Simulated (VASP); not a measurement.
BiTe:

```
Bi Te
1.0
     0.00000    3.25642    3.25642
     3.25642    0.00000    3.25642
     3.25642    3.25642    0.00000
Bi Te
1 1
Cartesian
  0.0000 0.0000 0.0000
  3.2564 3.2564 3.2564
```

Program: VASP 6.6.1. Alike in all runs: task single point; potentials or basis VASP PAW PBE potentials, release 64 (Bi_d, Te); cell as given; cutoff (eV) 520.

Task: Order these runs on this cell by their pressure, lowest first.
A. level PBEsol; spin non-collinear, zero start, SOC; k mesh 5 × 5 × 5; smearing gaussian 0.01 eV
B. level PBE exchange alone; spin non-collinear, zero start, SOC; k mesh 5 × 5 × 5; smearing fermi-dirac 0.05 eV
C. level PBE0; spin off; k mesh 4 × 4 × 4; smearing fermi-dirac 0.05 eV; grid for exact exchange (PRECFOCK) Normal; share of exact exchange 0.25

Result: C (-2.7 GPa), A (-0.7 GPa), B (9.9 GPa).

Caveats: some runs use coarse meshes; the PAW data sets were made with another functional, which shifts forces and pressure a little (at least some runs); the cell stands under pressure (at least some runs).
